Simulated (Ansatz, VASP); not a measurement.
**Two plane-wave programs on Ru**

```xyz
1
Lattice="0.0000 1.8922 1.8922 1.8922 0.0000 1.8922 1.8922 1.8922 0.0000" Properties=species:S:1:pos:R:3 pbc="T T T"
Ru    0.0000    0.0000    0.0000
```

Alike in both runs: task single point; functional r2SCAN; k mesh 18 × 18 × 18; occupations gaussian, width 0.05 eV; no spin polarisation.

|  | VASP | Ansatz |
| --- | --- | --- |
| version | VASP 6.6.1 | Ansatz 0.2.0 |
| potentials or method | VASP PAW PBE potentials, release 64 (Ru_pv), cutoff 550 eV | scalar-relativistic, plane waves, PAW |
| valence electrons in the cell | 14 | 16 |

```csv
,VASP,Ansatz,Ansatz less VASP
gap on the k mesh at the Fermi level (eV),none,none,-
pressure (GPa),1.4,0.0,-1.45
```

VASP's potentials were made for PBE, not for r2SCAN. A gap of «none» marks a metal or a gap that the smearing closes. The functional is the same, so the differences come from potentials, cutoffs and numerics. VASP's potentials hold 14 valence electrons a cell and Ansatz's 16, so a difference there can come from the potentials and not from the codes.
